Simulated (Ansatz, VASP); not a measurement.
**One calculation of Li, two programs**

```
Li
1.0
     1.57090    0.90696    7.68816
    -1.57090    0.90696    7.68816
     0.00000   -1.81392    7.68816
Li
3
Direct
  0.00000 0.00000 0.00000
  0.22200 0.22200 0.22200
  0.77800 0.77800 0.77800
```

Change from the starting cell: volume scaled by 1.04, PAW files.

Alike in both runs: task electric field gradients; functional LDA; k mesh 12 × 12 × 12; occupations fermi-dirac, width 0.08 eV; no spin polarisation.

```csv
,VASP,Ansatz
version,VASP 6.6.1,Ansatz 0.2.0
potentials or method,"VASP PAW LDA potentials, release 64 (Li_sv)","PAW with Ansatz's default frozen-core files, scalar-relativistic"
plane-wave cutoff (eV),520,420
valence electrons in the cell,9,9
```

|  | VASP | Ansatz | Ansatz less VASP |
| --- | --- | --- | --- |
| rms of the force components (eV/Å) | 0.004 | 0.004 | -0.0001 |

LDA's correlation is that of Perdew and Zunger in VASP and of Perdew and Wang (1992) in Ansatz. Atom by atom the forces differ by 0.000 eV/Å (rms over components).

Noted on VASP's run: the cutoff is short for stress, so the pressure is rough.
